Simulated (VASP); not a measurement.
A run of VASP 6.6.1 is set up as follows.

File INCAR:

```
SYSTEM = Si4Mo3
ALGO     = Normal         ! electronic algorithm
DIPOL    = 0.5 0.5 0.500
EDIFF    = 1E-7           ! SCF threshold, eV
ENCUT    = 520            ! plane-wave cutoff, eV
GGA      = PS             ! functional
IDIPOL   = 3            
ISIF     = 2              ! what is computed and relaxed
ISMEAR   = 0              ! smearing method
LASPH    = .True.         ! aspherical terms in the spheres
LCHARG   = .True.         ! write CHGCAR
LDIPOL   = .True.       
LELF     = .True.         ! ELF
LREAL    = .False.        ! projectors in reciprocal space
LVACPOTAV= .True.       
LVHAR    = .True.       
LWAVE    = .False.        ! write WAVECAR
NBANDS   = 38             ! bands
NELM     = 80             ! most SCF steps
PREC     = Accurate       ! precision mode
SIGMA    = 0.1            ! smearing width, eV
```

KPOINTS

```
k-points
0
Gamma
  11 11 1
  0 0 0
```

The input POSCAR:

```
Si4Mo3
1.0
    3.1900701696      0.0000000000      0.0000000000
    0.0000000000      3.1900701696      0.0000000000
    0.0000000000      0.0000000000     22.8213840036
Mo Si
3 4
Direct
    0.5000000000      0.5000000000      0.3286391394
    0.0000000000      0.0000000000      0.5000000000
    0.5000000000      0.5000000000      0.6713608606
    0.0000000000      0.0000000000      0.3851677750
    0.5000000000      0.5000000000      0.4434713644
    0.5000000000      0.5000000000      0.5565286356
    0.0000000000      0.0000000000      0.6148322250
```

Potentials or basis: VASP PAW PBE potentials, release 64 (Mo_sv, Si).

Run with:

```bash
$ cat potpaw_PBE.64/Mo_sv/POTCAR potpaw_PBE.64/Si/POTCAR > POTCAR
$ mpirun -np 1 vasp_std > vasp.out
```

(1) Estimate the band gap on the k mesh.

(2) What does it give for the largest force?

Results:

(1) zero (band 29 reaches 4.00 eV, above the bottom of band 30 at 2.30 eV).

(2) 1.675 eV/Å.

Caveat: the PAW data sets were made with another functional, which shifts forces and pressure a little.
